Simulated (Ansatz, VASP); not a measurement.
SiC: VASP beside Ansatz

```
CELL_PARAMETERS angstrom
4.34800 0.00000 0.00000
0.00000 2.17400 -2.17400
0.00000 10.76464 10.76464
ATOMIC_POSITIONS crystal
Si 0.00000 0.00000 0.55537
Si 0.50000 0.50000 0.05048
Si 0.00000 0.00000 0.15146
Si 0.50000 0.50000 0.25244
Si 0.00000 0.00000 0.35342
Si 0.50000 0.50000 0.45439
C 0.75000 0.00000 0.25244
C 0.25000 0.50000 0.35342
C 0.75000 0.00000 0.45439
C 0.25000 0.50000 0.55537
C 0.75000 0.00000 0.05048
C 0.25000 0.50000 0.15146
```

Alike in both runs: task single point; functional PBE; k mesh 6 × 9 × 3; occupations gaussian, width 0.05 eV; no spin polarisation.

|  | VASP | Ansatz |
| --- | --- | --- |
| version | VASP 6.6.1 | Ansatz 0.2.0 |
| potentials or method | VASP PAW PBE potentials, release 64 (Si, C), cutoff 520 eV | scalar-relativistic, plane waves, PAW |
| valence electrons in the cell | 48 | 48 |

|  | VASP | Ansatz | Ansatz less VASP |
| --- | --- | --- | --- |
| gap on the k mesh at the Fermi level (eV) | 0.36 | 0.37 | +0.008 |
| least direct gap on the mesh (eV) | 0.50 | 0.51 | +0.007 |
| rms of the force components (eV/Å) | 0.956 | 0.958 | +0.0024 |

Atom by atom the forces differ by 0.004 eV/Å (rms over components). Ansatz's warnings: xc potential rough in thin density.
